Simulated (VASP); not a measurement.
EuO, 2 atoms in the cell. It takes space group Fm-3m (No. 225, cubic). The conventional cell has a = 5.144 Å, b = 5.144 Å, c = 5.144 Å, α = 90.00°, β = 90.00°, γ = 90.00°. Eu (site symmetry m-3m) has 6 O at 2.57 Å within 3.4 Å. O (site symmetry m-3m) has 6 Eu at 2.57 Å within 3.4 Å. 

| Property | Result |
| --- | --- |
| Program | VASP 6.6.1 |
| Task | single point |
| Functional | PBE0 |
| Dispersion | D4 |
| Potentials or basis | VASP PAW PBE potentials, release 64 (Eu, O) |
| Cutoff | 520 eV |
| k mesh | 6 × 6 × 6 |
| Occupations | gaussian, width 0.05 eV |
| Spin | collinear spin, ferromagnetic start |
| Starting moments | [7.43, 0.0] μB |
| Dipole correction | no |
| Grid for exact exchange (PRECFOCK) | Normal |
| Further INCAR settings | ALGO = Normal; EDIFF = 1e-06; NBANDS = 22 |
| Share of exact exchange | 0.25 |

Potentials or basis: VASP PAW PBE potentials, release 64 (Eu, O).

Run with:

```console
$ cat potpaw_PBE.64/Eu/POTCAR potpaw_PBE.64/O/POTCAR > POTCAR
$ cp INCAR.step1 INCAR
$ mpirun -np 4 vasp_std > vasp.out
$ cp INCAR.step2 INCAR
$ mpirun -np 4 vasp_std > vasp.out
```

Hardware: 4 MPI ranks on Intel(R) Xeon(R) Platinum 8259CL CPU @ 2.50GHz (Skylake/Cascade Lake), on a shared host.

Question: Estimate the wall time of this run.

Answer: Wall time 48 min on 4 MPI ranks on Intel(R) Xeon(R) Platinum 8259CL CPU @ 2.50GHz (Skylake/Cascade Lake) (shared host), peak memory 0.22 GiB a rank. Counts: k points 16.
